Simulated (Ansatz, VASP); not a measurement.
SrO in VASP and in Ansatz

Contents of INCAR:

```
SYSTEM = SrO
PREC = Accurate ; ENCUT = 520
EDIFF = 1E-7 ; ISMEAR = 0
SIGMA = 0.05 ; LREAL = .False.
LASPH = .True. ; NELM = 60
ALGO = Normal ; ISIF = 2
LWAVE = .False. ; LCHARG = .True.
GGA = PE ; LELF = .True.
LVHAR = .True. ; NBANDS = 15
```

File KPOINTS:

```
regular mesh
0
Gamma
  8 8 8
  0 0 0
```

POSCAR

```
SrO
1.0
    0.0000000000      2.6468940000      2.6083470000
    2.6468940000      0.0000000000      2.6083470000
    2.6468940000      2.6468940000      0.0000000000
Sr O
1 1
Direct
    0.0000000000      0.0000000000      0.0000000000
    0.5000000000      0.5000000000      0.5000000000
```

Input for Ansatz:

```yaml
crystal:
  lattice:
    - [0.0, 2.646894, 2.608347]
    - [2.646894, 0.0, 2.608347]
    - [2.646894, 2.646894, 0.0]
  atoms:
    - { symbol: Sr, position: [0.0, 0.0, 0.0] }
    - { symbol: O, position: [0.5, 0.5, 0.5] }
basis:
  ecutwfc: 420
kpoints:
  mp_grid: { grid: [8, 8, 8] }
hamiltonian:
  xc: pbe
scf:
  occupations: { method: gaussian, width: 0.05 }
output:
  forces: true
  stress: true
  eigenvalues: true
```

Change from the starting cell: strain +0.030 along x and y, +0.015 along z, atoms carried along.

Alike in both runs: task single point; functional PBE; k mesh 8 × 8 × 8; occupations gaussian, width 0.05 eV; no spin polarisation.

|  | VASP | Ansatz |
| --- | --- | --- |
| version | VASP 6.6.1 | Ansatz 0.2.0 |
| potentials or method | VASP PAW PBE potentials, release 64 (Sr_sv, O), cutoff 520 eV | scalar-relativistic, plane waves, PAW |
| valence electrons in the cell | 16 | 16 |

|  | VASP | Ansatz | Ansatz less VASP |
| --- | --- | --- | --- |
| gap on the k mesh at the Fermi level (eV) | 3.23 | 3.28 | +0.043 |
| least direct gap on the mesh (eV) | 3.41 | 3.44 | +0.033 |
| pressure (GPa) | -2.8 | -3.2 | -0.42 |
| traceless stress, the component that is largest in VASP (GPa) | 0.93 | 0.87 | -0.054 |
